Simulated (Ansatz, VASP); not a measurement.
## Ge5Pd: VASP beside Ansatz

Contents of INCAR:

```
SYSTEM = Ge5Pd
PREC = Accurate ; ENCUT = 600
EDIFF = 1E-6 ; ISMEAR = 0
SIGMA = 0.1 ; LREAL = .False.
LASPH = .True. ; NELM = 100
ALGO = Fast ; ISIF = 3
LWAVE = .False. ; LCHARG = .False.
GGA = PE ; IBRION = 2
NSW = 100 ; EDIFFG = -0.01
```

The input KPOINTS:

```
regular mesh
0
Gamma
  12 12 8
  0 0 0
```

POSCAR

```
Ge5Pd
1.0
    5.5430934200      0.0000000000      0.0000000000
   -2.7715467100      4.8004597100      0.0000000000
    0.0000000000      0.0000000000      4.5620409800
Ge Pd
5 1
Direct
    0.0000000000      0.5000000000      0.5000000000
    0.5000000000      0.5000000000      0.5000000000
    0.3333333300      0.6666666700      0.0000000000
    0.5000000000      0.0000000000      0.5000000000
    0.6666666700      0.3333333300      0.0000000000
    0.0000000000      0.0000000000      0.0000000000
```

Input for Ansatz:

```yaml
crystal:
  lattice:
    - [5.54309342, 0.0, 0.0]
    - [-2.77154671, 4.80045971, 0.0]
    - [0.0, 0.0, 4.56204098]
  atoms:
    - { symbol: Ge, position: [0.0, 0.5, 0.5] }
    - { symbol: Ge, position: [0.5, 0.5, 0.5] }
    - { symbol: Ge, position: [0.33333333, 0.66666667, 0.0] }
    - { symbol: Ge, position: [0.5, 0.0, 0.5] }
    - { symbol: Ge, position: [0.66666667, 0.33333333, 0.0] }
    - { symbol: Pd, position: [0.0, 0.0, 0.0] }
basis:
  ecutwfc: 420
kpoints:
  mp_grid: { grid: [12, 12, 8] }
hamiltonian:
  xc: pbe
scf:
  occupations: { method: gaussian, width: 0.1 }
output:
  forces: true
  stress: true
  eigenvalues: true
relax:
  adjacent_minimum: "off"
  f_tol: 0.01
  max_steps: 80
  cell: { stress_tol: 0.05 }
```

Change from the starting cell: species swapped into the GdRh5 type (P6/mmm, No. 191).

Alike in both runs: task relaxation of cell and atoms; functional PBE; k mesh 12 × 12 × 8; occupations gaussian, width 0.1 eV; no spin polarisation.

```csv
,VASP,Ansatz
version,VASP 6.6.1,Ansatz 0.2.0
potentials or method,"VASP PAW PBE potentials, release 64 (Ge_d, Pd), cutoff 600 eV","scalar-relativistic, plane waves, PAW"
valence electrons in the cell,80,88
```

|  | VASP | Ansatz | Ansatz less VASP |
| --- | --- | --- | --- |
| gap on the k mesh at the Fermi level, each at its own relaxed structure (eV) | none | none | - |
| relaxed volume (Å³/atom) | 20.20 | 20.21 | +0.005 |
| relaxed length of the cell vector where the two differ most in proportion (Å) | 5.151 | 5.152 | +0.0010 |

A gap of «none» marks a metal or a gap that the smearing closes. VASP's potentials hold 80 valence electrons a cell and Ansatz's 88, so a difference there can come from the potentials and not from the codes.
